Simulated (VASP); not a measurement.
# Hf2N (P4_2/mnm) in VASP: notebook, part 2 of 2

VASP 6.6.1. The steps go on from the part before.

## 5. Single point, PBEsol (14.48 Å³/atom)

INCAR

```
SYSTEM = Hf2N
ALGO     = Normal         ! electronic algorithm
EDIFF    = 1E-6           ! SCF threshold, eV
ENCUT    = 520            ! plane-wave cutoff, eV
GGA      = PS             ! functional
ISIF     = 2              ! what is computed and relaxed
ISMEAR   = 0              ! smearing method
LASPH    = .True.         ! aspherical terms in the spheres
LCHARG   = .False.        ! write CHGCAR
LREAL    = .False.        ! projectors in reciprocal space
LWAVE    = .False.        ! write WAVECAR
NBANDS   = 34             ! bands
NELM     = 60             ! most SCF steps
PREC     = Accurate       ! precision mode
SIGMA    = 0.15           ! smearing width, eV
```

KPOINTS

```
k-points
0
Gamma
  8 8 14
  0 0 0
```

POSCAR

```
Hf2N
1.0
    5.2237726646      0.0000000000      0.0000000000
    0.0000000000      5.2237726646      0.0000000000
    0.0000000000      0.0000000000      3.1836204197
Hf N
4 2
Direct
    0.2954631013      0.2954631013      0.0000000000
    0.7045368987      0.7045368987      0.0000000000
    0.7954631013      0.2045368987      0.5000000000
    0.2045368987      0.7954631013      0.5000000000
    0.0000000000      0.0000000000      0.0000000000
    0.5000000000      0.5000000000      0.5000000000
```

Potentials or basis: VASP PAW PBE potentials, release 64 (Hf_pv, N).

Command:

```console
$ cat potpaw_PBE.64/Hf_pv/POTCAR potpaw_PBE.64/N/POTCAR > POTCAR
$ mpirun -np 1 vasp_std > vasp.out
```

OUTCAR:

```text
SYSTEM = Hf2N
   EDIFF = 1E-6
   ENCUT = 520
   GGA = PS
   ISIF = 2
   ISMEAR = 0
   LASPH = .True.
   LREAL = .False.
   NELM = 60
   PREC = Accurate

 ion  position               nearest neighbor table
   1  0.295  0.295  0.000-   5 2.18   6 2.19   6 2.19   2 3.02   4 3.10   3 3.10   4 3.10   3 3.10
                             4 3.10   4 3.10   3 3.10   3 3.10   2 3.75   2 3.75
   2  0.705  0.705  0.000-   5 2.18   6 2.19   6 2.19   1 3.02   4 3.10   3 3.10   4 3.10   3 3.10
                             3 3.10   3 3.10   4 3.10   4 3.10   1 3.75   1 3.75
   3  0.795  0.205  0.500-   6 2.18   5 2.19   5 2.19   4 3.02   1 3.10   1 3.10   2 3.10   2 3.10
                             2 3.10   2 3.10   1 3.10   1 3.10   4 3.75   4 3.75
   4  0.205  0.795  0.500-   6 2.18   5 2.19   5 2.19   3 3.02   1 3.10   1 3.10   2 3.10   2 3.10
                             1 3.10   1 3.10   2 3.10   2 3.10   3 3.75   3 3.75
   5  0.000  0.000  0.000-   1 2.18   2 2.18   3 2.19   4 2.19   3 2.19   4 2.19
   6  0.500  0.500  0.500-   3 2.18   4 2.18   1 2.19   2 2.19   1 2.19   2 2.19

  LATTYP: Found a simple tetragonal cell.
 ALAT       =     5.2237726646
 C/A-ratio  =     0.6094485009

  Lattice vectors:

 A1 = (   5.2237726646,   0.0000000000,   0.0000000000)
[... 193 lines left out ...]
 Fermi energy:         6.1686553585

 k-point     1 :       0.0000    0.0000    0.0000
  band No.  band energies     occupation
      1     -24.9623      2.00000
      2     -24.3486      2.00000
      3     -24.2793      2.00000
      4     -24.2793      2.00000
      5     -24.0124      2.00000
      6     -23.8359      2.00000
[... 877 lines left out ...]
     33      10.3714      0.00000
     34      10.3714      0.00000

 [... further k-points ...]

------------------------ aborting loop because EDIFF is reached ----------------------------------------

  FORCE on cell =-STRESS in cart. coord.  units (eV):
  Direction    XX          YY          ZZ          XY          YZ          ZX
  --------------------------------------------------------------------------------------
  -------------------------------------------------------------------------------------
  Total        4.4409642      4.4409642      4.5289429      0.0000000      0.0000000      0.0000000
  in kB       81.9026651     81.9026651     83.5252157      0.0000000      0.0000000      0.0000000
  external PRESSURE =      82.4435153 kB  Pullay stress =       0.0000000 kB

 VOLUME and BASIS-vectors are now :
 -----------------------------------------------------------------------------
  energy-cutoff  :      520.00
  volume of cell :       86.87
      direct lattice vectors                 reciprocal lattice vectors
     5.223772665  0.000000000  0.000000000     0.191432527  0.000000000  0.000000000
     0.000000000  5.223772665  0.000000000     0.000000000  0.191432527  0.000000000
     0.000000000  0.000000000  3.183620420     0.000000000  0.000000000  0.314107798

 POSITION                                       TOTAL-FORCE (eV/Angst)
 -----------------------------------------------------------------------------------
      1.54343      1.54343      0.00000        -0.061097     -0.061097      0.000000
      3.68034      3.68034      0.00000         0.061097      0.061097     -0.000000
      4.15532      1.06845      1.59181        -0.061097      0.061097     -0.000000
      1.06845      4.15532      1.59181         0.061097     -0.061097      0.000000
      0.00000      0.00000      0.00000        -0.000000      0.000000      0.000000
      2.61189      2.61189      1.59181        -0.000000      0.000000      0.000000
 -----------------------------------------------------------------------------------
    total drift:                               -0.000000      0.000000     -0.000000

  FREE ENERGIE OF THE ION-ELECTRON SYSTEM (eV)
  ---------------------------------------------------
  free  energy   TOTEN  =       -67.4299651321 eV

  energy  without entropy=      -67.4031144163  energy(sigma->0) =      -67.41653977
```

OSZICAR:

```text
N       E                     dE             d eps       ncg     rms          rms(c)
DAV:   1     0.220943312780E+03    0.22094E+03   -0.27644E+04  8160   0.146E+03
DAV:   2    -0.594289195419E+02   -0.28037E+03   -0.26813E+03 10064   0.360E+02
DAV:   3    -0.738252883846E+02   -0.14396E+02   -0.13992E+02 10478   0.600E+01
DAV:   4    -0.740565235983E+02   -0.23124E+00   -0.23018E+00 10090   0.803E+00
DAV:   5    -0.740608180087E+02   -0.42944E-02   -0.42886E-02 10360   0.918E-01    0.112E+02
DAV:   6    -0.677966077910E+02    0.62642E+01   -0.32664E+01  9724   0.236E+01    0.785E+01
DAV:   7    -0.676113269785E+02    0.18528E+00   -0.46904E+00  9584   0.101E+01    0.168E+01
DAV:   8    -0.674384468049E+02    0.17288E+00   -0.70703E-01 10176   0.362E+00    0.273E+00
DAV:   9    -0.674331295358E+02    0.53173E-02   -0.11957E-01  9562   0.161E+00    0.231E+00
DAV:  10    -0.674300872818E+02    0.30423E-02   -0.22689E-02  9890   0.661E-01    0.803E-01
DAV:  11    -0.674301162409E+02   -0.28959E-04   -0.32271E-03  9950   0.267E-01    0.691E-01
DAV:  12    -0.674299609911E+02    0.15525E-03   -0.48647E-04  9782   0.965E-02    0.191E-01
DAV:  13    -0.674299652825E+02   -0.42915E-05   -0.58781E-05  9842   0.334E-02    0.135E-02
DAV:  14    -0.674299651321E+02    0.15040E-06   -0.11575E-06  6020   0.621E-03
   1 F= -.67429965E+02 E0= -.67416540E+02  d E =-.268507E-01
```

stdout:

```text
POSCAR found type information on POSCAR HfN
 POSCAR found :  2 types and       6 ions
 scaLAPACK will be used
 -----------------------------------------------------------------------------
|                                                                             |
|                                                                             |
|     You enforced a specific xc type in the INCAR file but a different       |
|     I HOPE YOU KNOW WHAT YOU ARE DOING!                                     |
|                                                                             |
 -----------------------------------------------------------------------------

 LDA part: xc-table for (Slater+PW92), standard interpolation
 POSCAR, INCAR and KPOINTS ok, starting setup
 FFT: planning ... GRIDC
 FFT: planning ... GRID_SOFT
 FFT: planning ... GRID
 WAVECAR not read
 entering main loop
```

It took 3.6 min on 1 thread of Intel Xeon Platinum 8259CL at 2.50GHz (Skylake/Cascade Lake), shared host; peak memory 0.39 GiB.

Results:

* Free energy: -67.4300 eV
* Pressure: 8.2 GPa
* Largest force: 0.086 eV/Å
* Band gap on the k mesh: zero (bands 25 and 26 overlap by 2.84 eV)

Forces in eV/Å, atoms in the order of the input:
```
Hf  -0.061 -0.061  0.000
Hf   0.061  0.061  0.000
Hf  -0.061  0.061  0.000
Hf   0.061 -0.061  0.000
N    0.000  0.000  0.000
N    0.000  0.000  0.000
```

Levels at points of the mesh, in eV from the Fermi level:
```csv
k point,band 23,band 24,band 25,band 26,band 27,band 28,band 29,band 30
"(0.00, 0.00, 0.00)",0.03,0.81,1.09,1.19,1.19,1.65,1.85,1.85
"(0.50, 0.00, 0.00)",-1.11,-1.11,1.55,1.55,1.97,1.97,2.10,2.10
"(0.50, 0.50, 0.00)",-1.45,-1.45,1.11,1.11,1.61,1.61,2.00,2.00
"(0.00, 0.00, 0.50)",-1.29,-1.29,-1.28,-1.28,2.30,2.30,3.91,3.91
"(0.50, 0.00, 0.50)",-1.14,-1.14,-0.95,-0.95,1.88,1.88,4.06,4.06
"(0.50, 0.50, 0.50)",-0.93,-0.93,-0.46,-0.46,1.40,1.40,3.05,3.05
```

Caveat: the cell stands under pressure; the PAW data sets were made with another functional, which shifts forces and pressure a little; spin-orbit coupling is left out, which moves the levels of the heavy elements.

## 6. Overview

```csv
cell,gap on the mesh (eV),pressure (GPa),largest force (eV/Å)
"a = 5.270, b = 5.270, c = 3.127 Å, 6 atoms",none,8.5,0.09
"a = 5.086, b = 5.086, c = 3.358 Å, 6 atoms",none,8.4,0.08
"a = 5.177, b = 5.177, c = 3.241 Å, 6 atoms",none,8.1,0.09
"a = 5.224, b = 5.224, c = 3.184 Å, 6 atoms",none,8.2,0.09
```

Alike in all rows: task single point; level PBEsol; potentials or basis VASP PAW PBE potentials, release 64 (Hf_pv, N); no spin polarisation; k mesh 8 × 8 × 14; cutoff (eV) 520; smearing gaussian 0.15 eV.

Caveats: the PAW data sets were made with another functional, which shifts forces and pressure a little; spin-orbit coupling is left out, which moves the levels of the heavy elements; the stress differs along the axes, from 6 to 15 GPa (at least some runs); the stress differs along the axes, from -7 to 16 GPa (at least some runs); the stress differs along the axes, from 3 to 11 GPa (at least some runs); the cell stands under pressure (at least some runs).

Total energies depend on the potentials used, so only differences within one code and one set of settings carry meaning.
